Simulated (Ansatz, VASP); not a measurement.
**YSe in VASP and in Ansatz**

```
Y Se
1.0
     0.00000    2.83614    2.83614
     2.83614    0.00000    2.83614
     2.83614    2.83614    0.00000
Y Se
1 1
Direct
  0.00000 0.00000 0.00000
  0.50000 0.50000 0.50000
```

Change from the starting cell: volume scaled by 0.96.

Alike in both runs: task single point; functional LDA; k mesh 7 × 7 × 7; occupations fermi-dirac, width 0.03 eV; no spin polarisation.

```csv
,VASP,Ansatz
version,VASP 6.6.1,Ansatz 0.2.0
potentials or method,"VASP PAW LDA potentials, release 64 (Y_sv, Se), cutoff 520 eV","all-electron LAPW, scalar-relativistic"
```

Ansatz gave:

* pressure (GPa): -1.4

Task: Estimate VASP's values.

Result: Pressure (GPa): -1.2.

LDA's correlation is that of Perdew and Zunger in VASP and of Perdew and Wang (1992) in Ansatz. Ansatz ran all-electron here, and VASP with PAW potentials.
